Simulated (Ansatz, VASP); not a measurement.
## B in VASP and in Ansatz

File INCAR:

```
PREC = Accurate
ENCUT = 600
EDIFF = 1E-7
ISMEAR = 0
SIGMA = 0.1
LREAL = F
LASPH = T
NELM = 100
ALGO = Normal
ISIF = 3
LWAVE = F
LCHARG = F
IBRION = 2
NSW = 80
EDIFFG = -0.01
```

File KPOINTS:

```
Automatic mesh
0
Gamma
  16 16 12
```

File POSCAR:

```
B
1.0
    1.4678697935     -2.6758895560      0.0000000000
    1.4678697935      2.6758895560      0.0000000000
    0.0000000000      0.0000000000      3.3072415106
B
4
Direct
    0.0926585247      0.9073414753      0.7500000000
    0.5926585247      0.4073414753      0.2500000000
    0.9073414753      0.0926585247      0.2500000000
    0.4073414753      0.5926585247      0.7500000000
```

Input for Ansatz:

```yaml
crystal:
  lattice:
    - [1.4678697935, -2.675889556, 0.0]
    - [1.4678697935, 2.675889556, 0.0]
    - [0.0, 0.0, 3.3072415106]
  atoms:
    - { symbol: B, position: [0.0926585247, 0.9073414753, 0.75] }
    - { symbol: B, position: [0.5926585247, 0.4073414753, 0.25] }
    - { symbol: B, position: [0.9073414753, 0.0926585247, 0.25] }
    - { symbol: B, position: [0.4073414753, 0.5926585247, 0.75] }
basis:
  ecutwfc: 420
kpoints:
  mp_grid: { grid: [16, 16, 12] }
hamiltonian:
  xc: lda
scf:
  occupations: { method: gaussian, width: 0.1 }
output:
  forces: true
  stress: true
  eigenvalues: true
relax:
  adjacent_minimum: "off"
  f_tol: 0.01
  max_steps: 60
  cell: { stress_tol: 0.1 }
```

Alike in both runs: task relaxation of cell and atoms; functional LDA; k mesh 16 × 16 × 12; occupations gaussian, width 0.1 eV; no spin polarisation.

|  | VASP | Ansatz |
| --- | --- | --- |
| version | VASP 6.6.1 | Ansatz 0.2.0 |
| potentials or method | VASP PAW LDA potentials, release 64 (B), cutoff 600 eV | scalar-relativistic, plane waves, PAW |
| valence electrons in the cell | 12 | 12 |

|  | VASP | Ansatz | Ansatz less VASP |
| --- | --- | --- | --- |
| gap on the k mesh at the Fermi level, each at its own relaxed structure (eV) | none | none | - |
| relaxed volume (Å³/atom) | 6.51 | 6.51 | -0.002 |
| relaxed length of the cell vector where the two differ most in proportion (Å) | 3.049 | 3.049 | -0.0006 |

LDA's correlation is that of Perdew and Zunger in VASP and of Perdew and Wang (1992) in Ansatz. A gap of «none» marks a metal or a gap that the smearing closes.
